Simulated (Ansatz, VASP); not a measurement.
## Two plane-wave programs on Ge2Cl

```
Ge Cl
1.0
     4.20644    0.00000    0.00000
     0.00000    4.20644    0.00000
     0.00000    0.00000    6.41820
Ge Cl
4 2
Direct
  0.00000 0.00000 0.00000
  0.50000 0.50000 0.00000
  0.00000 0.50000 0.27000
  0.50000 0.00000 0.73000
  0.00000 0.50000 0.70000
  0.50000 0.00000 0.30000
```

Alike in both runs: task relaxation of cell and atoms; functional PBE; k mesh 4 × 4 × 4; occupations gaussian, width 0.1 eV; no spin polarisation.

|  | VASP | Ansatz |
| --- | --- | --- |
| version | VASP 6.6.1 | Ansatz 0.2.0 |
| potentials or method | VASP PAW PBE potentials, release 64 (Ge_d, Cl), cutoff 600 eV | scalar-relativistic, plane waves, PAW |
| valence electrons in the cell | 70 | 70 |

Ansatz gave:

```
gap on the k mesh at the Fermi level, each at its own relaxed structure (eV) : none
relaxed volume (Å³/atom)                                                     : 21.80
relaxed cell length with the largest relative difference (Å)                 : 7.288
```

Problem. Which values does VASP return?

Solution. gap on the k mesh at the Fermi level, each at its own relaxed structure (eV): none; relaxed volume (Å³/atom): 22.18; relaxed cell length with the largest relative difference (Å): 9.608.

A gap of «none» marks a metal or a gap that the smearing closes. One of these differences is far larger than is usual between the two programs; its cause wasn't traced.

The k mesh is coarse, so the values compare programs but aren't converged. Noted on VASP's run: the volume moved by over 15 % at a fixed basis, so the end points are rough.
